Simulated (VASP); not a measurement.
# Ag (Fm-3m) in VASP: a series of runs, part 2 of 2

VASP 6.6.1. Earlier steps stand in the parts before.

### 3 Single point, PBEsol, non-collinear spin, zero start, spin-orbit coupling

The input, INCAR:

```
PREC = Accurate
ENCUT = 520
EDIFF = 1E-6
ISMEAR = -1
SIGMA = 0.1
LREAL = False
LASPH = True
NELM = 150
ALGO = Normal
ISIF = 2
LWAVE = False
LCHARG = False
MAGMOM = 0 0 0
LORBIT = 11
LSORBIT = True
GGA_COMPAT = False
LORBMOM = True
LMAXMIX = 4
GGA = PS
NBANDS = 22
```

The input, KPOINTS:

```
Automatic mesh
0
Gamma
  16 16 16
```

The input, POSCAR:

```
Ag
1.0
    0.0000000000      2.0271489574      2.0271489574
    2.0271489574      0.0000000000      2.0271489574
    2.0271489574      2.0271489574      0.0000000000
Ag
1
Direct
    0.0000000000      0.0000000000      0.0000000000
```

Potentials or basis: VASP PAW PBE potentials, release 64 (Ag).

Launch:

```console
$ cat potpaw_PBE.64/Ag/POTCAR > POTCAR
$ mpirun -np 1 vasp_ncl > vasp.out
```

OUTCAR:

```text
PREC = Accurate
   ENCUT = 520
   EDIFF = 1E-6
   ISMEAR = -1
   LREAL = False
   LASPH = True
   NELM = 150
   ISIF = 2
   LORBIT = 11
   LSORBIT = True
   GGA = PS

 ion  position               nearest neighbor table
   1  0.000  0.000  0.000-

  LATTYP: Found a face centered cubic cell.
 ALAT       =     4.0542979148

  Lattice vectors:

 A1 = (   0.0000000000,   2.0271489574,   2.0271489574)
 A2 = (   2.0271489574,   0.0000000000,   2.0271489574)
 A3 = (   2.0271489574,   2.0271489574,   0.0000000000)

Analysis of symmetry for initial positions (statically):
=====================================================================
 Subroutine PRICEL returns:
 Original cell was already a primitive cell.

 Routine SETGRP: Setting up the symmetry group for a
 face centered cubic supercell.

 Subroutine GETGRP returns: Found 48 space group operations
 (whereof 48 operations were pure point group operations)
 out of a pool of 48 trial point group operations.

The static configuration has the point symmetry O_h .

Analysis of symmetry for dynamics (positions and initial velocities):
=====================================================================
 Subroutine PRICEL returns:
 Original cell was already a primitive cell.

 Routine SETGRP: Setting up the symmetry group for a
 face centered cubic supercell.

 Subroutine GETGRP returns: Found 48 space group operations
 (whereof 48 operations were pure point group operations)
[... 804 lines left out ...]

 orbital moment (x)

 # of ion     p       d       tot
 ----------------------------------------
  1         0.000  -0.000  -0.000
 ----------------------------------------
            0.000  -0.000  -0.000

 orbital moment (y)

 # of ion     p       d       tot
 ----------------------------------------
  1         0.000   0.000   0.000
 ----------------------------------------
            0.000   0.000   0.000

 orbital moment (z)

 # of ion     p       d       tot
 ----------------------------------------
  1         0.000   0.000   0.000
 ----------------------------------------
            0.000   0.000   0.000

 Spin-Orbit-Coupling matrix elements

 Ion:    1  E_soc:     -0.0555940
 l=   1
     0.0000000    -0.0021198    -0.0021198
    -0.0021198     0.0000000    -0.0021198
    -0.0021198    -0.0021198     0.0000000
 l=   2
     0.0000000    -0.0015153     0.0000000    -0.0015153    -0.0056306
    -0.0015153     0.0000000    -0.0042229    -0.0015153    -0.0014076
     0.0000000    -0.0042229     0.0000000    -0.0042229     0.0000000
    -0.0015153    -0.0015153    -0.0042229     0.0000000    -0.0014076
    -0.0056306    -0.0014076     0.0000000    -0.0014076     0.0000000
 l=   3
     0.0000000     0.0000000     0.0000000     0.0000000     0.0000000     0.0000000     0.0000000
     0.0000000     0.0000000     0.0000000     0.0000000     0.0000000     0.0000000     0.0000000
     0.0000000     0.0000000     0.0000000     0.0000000     0.0000000     0.0000000     0.0000000
     0.0000000     0.0000000     0.0000000     0.0000000     0.0000000     0.0000000     0.0000000
     0.0000000     0.0000000     0.0000000     0.0000000     0.0000000     0.0000000     0.0000000
     0.0000000     0.0000000     0.0000000     0.0000000     0.0000000     0.0000000     0.0000000
     0.0000000     0.0000000     0.0000000     0.0000000     0.0000000     0.0000000     0.0000000

 total charge

# of ion       s       p       d       tot
------------------------------------------
    1        0.425   0.319   9.145   9.888

 magnetization (x)

# of ion       s       p       d       tot
------------------------------------------
    1        0.000   0.000  -0.000   0.000

 magnetization (y)

# of ion       s       p       d       tot
------------------------------------------
    1       -0.000   0.000   0.000  -0.000

 magnetization (z)

# of ion       s       p       d       tot
------------------------------------------
    1       -0.000   0.000   0.000  -0.000
```

OSZICAR:

```text
N       E                     dE             d eps       ncg     rms          rms(c)
DAV:   1     0.677609667748E+02    0.67761E+02   -0.55379E+03  6428   0.982E+02
DAV:   2    -0.206136061384E+01   -0.69822E+02   -0.64768E+02  7322   0.245E+02
DAV:   3    -0.369867281704E+01   -0.16373E+01   -0.16318E+01  7348   0.402E+01
DAV:   4    -0.370466559852E+01   -0.59928E-02   -0.59924E-02  7052   0.248E+00
DAV:   5    -0.370472328080E+01   -0.57682E-04   -0.57681E-04  7262   0.242E-01    0.601E+00
DAV:   6    -0.335740564419E+01    0.34732E+00   -0.62673E-01  6908   0.115E+01    0.356E+00
DAV:   7    -0.334657810201E+01    0.10828E-01   -0.88787E-03  7324   0.119E+00    0.202E+00
DAV:   8    -0.334230481563E+01    0.42733E-02   -0.59567E-04  6992   0.238E-01    0.332E-01
DAV:   9    -0.334231060151E+01   -0.57859E-05   -0.90626E-06  7292   0.257E-02    0.512E-02
DAV:  10    -0.334231629351E+01   -0.56920E-05   -0.61704E-07  5052   0.977E-03    0.219E-02
DAV:  11    -0.334231700046E+01   -0.70696E-06   -0.86850E-07  6134   0.104E-02
   1 F= -.33423170E+01 E0= -.33382398E+01  d E =-.815441E-02  mag=    -0.0000    -0.0000     0.0000
```

stdout:

```text
POSCAR found type information on POSCAR Ag
 POSCAR found :  1 types and       1 ions
 scaLAPACK will be used
 -----------------------------------------------------------------------------
|                                                                             |
|                                                                             |
|     You enforced a specific xc type in the INCAR file but a different       |
|     I HOPE YOU KNOW WHAT YOU ARE DOING!                                     |
|                                                                             |
 -----------------------------------------------------------------------------

 LDA part: xc-table for (Slater+PW92), standard interpolation
 POSCAR, INCAR and KPOINTS ok, starting setup
 FFT: planning ... GRIDC
 FFT: planning ... GRID_SOFT
 FFT: planning ... GRID
 WAVECAR not read
 entering main loop
```

Wall time 60 s (1 thread of AMD EPYC 9R45 (Zen 5), shared host); peak memory 0.21 GiB.

What came out:

```
Free energy                                           : -3.3423 eV
Pressure                                              : -0.3 GPa
Net moment                                            : 0.00 μB per cell
Valence electrons inside the program's atomic spheres : Ag 9.89
```

Moments on the atoms (μB; x, y, z):
```
Ag  0.00 0.00 0.00
```

Caveat: the PAW data sets were made with another functional, which shifts forces and pressure a little.
